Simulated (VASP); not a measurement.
Write the native input for VASP 6.6.1 that does the following.

```yaml
Task: single point
Functional: PBE0
Potentials_or_basis: VASP PAW PBE potentials, release 64 (Pt, Se)
Cutoff: 520 eV
k_mesh: 4 × 4 × 4
Occupations: fermi-dirac, width 0.05 eV
Spin: no spin polarisation
Dipole_correction: no
Grid_for_exact_exchange_PRECFOCK: Normal
Further_INCAR_settings: ALGO = Normal; EDIFF = 1e-06; NBANDS = 15
Share_of_exact_exchange: 0.25
```

PtSe:

```
Pt Se
1.0
     0.00000    2.63785    2.63785
     2.63785    0.00000    2.63785
     2.63785    2.63785    0.00000
Pt Se
1 1
Cartesian
  2.6378 2.6378 2.6378
  0.0000 0.0000 0.0000
```

These files were run (other wordings do the same):

POSCAR

```
PtSe
1.0
    0.0000000000      2.6378496262      2.6378496262
    2.6378496262      0.0000000000      2.6378496262
    2.6378496262      2.6378496262      0.0000000000
Pt Se
1 1
Direct
    0.5000000000      0.5000000000      0.5000000000
    0.0000000000      0.0000000000      0.0000000000
```

INCAR.step1

```
SYSTEM = PtSe
PREC = Accurate
ENCUT = 520
EDIFF = 1E-5
ISMEAR = -1
SIGMA = 0.05
LREAL = .False.
LASPH = .True.
NELM = 60
ALGO = Normal
ISIF = 2
LWAVE = .True.
NBANDS = 15
GGA = PE
```

INCAR.step2

```
SYSTEM = PtSe
PREC = Accurate
ENCUT = 520
EDIFF = 1E-6
ISMEAR = -1
SIGMA = 0.05
LREAL = .False.
LASPH = .True.
NELM = 60
ALGO = Normal
ISIF = 2
LWAVE = .False.
LCHARG = .True.
GGA = PE
LHFCALC = .True.
AEXX = 0.25
PRECFOCK = Normal
LELF = .True.
LVHAR = .True.
NBANDS = 15
ISTART = 1
```

KPOINTS

```
Automatic mesh
0
Gamma
  4 4 4
  0 0 0
```

Potentials or basis: VASP PAW PBE potentials, release 64 (Pt, Se).

The run is started by

```sh
$ cat potpaw_PBE.64/Pt/POTCAR potpaw_PBE.64/Se/POTCAR > POTCAR
$ cp INCAR.step1 INCAR
$ mpirun -np 1 vasp_std > vasp.out
$ cp INCAR.step2 INCAR
$ mpirun -np 1 vasp_std > vasp.out
```

It gave:

The pressure is -3.7 GPa and the band gap on the k mesh is zero (bands 8 and 9 overlap by 5.71 eV).

Caveat: the k points lie up to 0.52 Å⁻¹ apart, too coarse for converged energies and pressures of a metal; the PAW data sets were made with another functional, which shifts forces and pressure a little; spin-orbit coupling is left out, which moves the levels of the heavy elements.

It took 9.2 min on 1 thread of Intel(R) Xeon(R) Platinum 8375C CPU @ 2.90GHz (Ice Lake), with other jobs on the host, peak memory 0.19 GiB.
